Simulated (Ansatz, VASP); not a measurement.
One calculation of NbAl7N8, two programs

```
Nb Al N
1.0
     6.22000    0.00000    0.00000
    -3.11000    5.38668    0.00000
     0.00000    0.00000    4.98000
Nb Al N
1 7 8
Direct
  0.33384 0.16663 0.96512
  0.33424 0.66683 0.00498
  0.83371 0.16632 0.00500
  0.83369 0.66682 0.00501
  0.16370 0.33685 0.49706
  0.16369 0.82626 0.49708
  0.67424 0.33684 0.49709
  0.66724 0.83334 0.50156
  0.33388 0.16665 0.43211
  0.33652 0.66797 0.38024
  0.83258 0.16406 0.38025
  0.83257 0.66795 0.38026
  0.15193 0.34861 0.87408
  0.15192 0.80274 0.87410
  0.69773 0.34859 0.87413
  0.66723 0.83334 0.88247
```

Alike in both runs: task single point; functional PBEsol; k mesh 3 × 3 × 4; occupations gaussian, width 0.05 eV; collinear spin; Hubbard terms Nb d U = 2.0 eV.

```csv
,VASP,Ansatz
version,VASP 6.6.1,Ansatz 0.2.0
potentials or method,"VASP PAW PBE potentials, release 64 (Nb_sv, Al, N), cutoff 520 eV","scalar-relativistic, plane waves, PAW"
valence electrons in the cell,74,74
```

Ansatz gave:

- gap on the k mesh at the Fermi level (eV): 0.79
- least direct gap on the mesh (eV): 1.04
- pressure (GPa): 11.1
- traceless stress, the component that is largest in VASP (GPa): -4.61
- rms of the force components (eV/Å): 0.005
- net moment per atom (μB): 0.13
- size of the moment on the site where the two differ most (μB): 0.76

**Question.** What did VASP give for the same quantities?

**Answer.** gap on the k mesh at the Fermi level (eV): 0.29; least direct gap on the mesh (eV): 0.66; pressure (GPa): 11.2; traceless stress, the component that is largest in VASP (GPa): -4.67; rms of the force components (eV/Å): 0.024; net moment per atom (μB): 0.12; size of the moment on the site where the two differ most (μB): 1.31.

VASP's potentials were made for PBE, not for PBEsol. Site moments also hang on the region over which each program counts them. The programs project onto different local orbitals, so the same U acts differently, and such runs can settle in different states. Atom by atom the forces differ by 0.026 eV/Å (rms over components). Ansatz's warnings: specified occupation not kept.
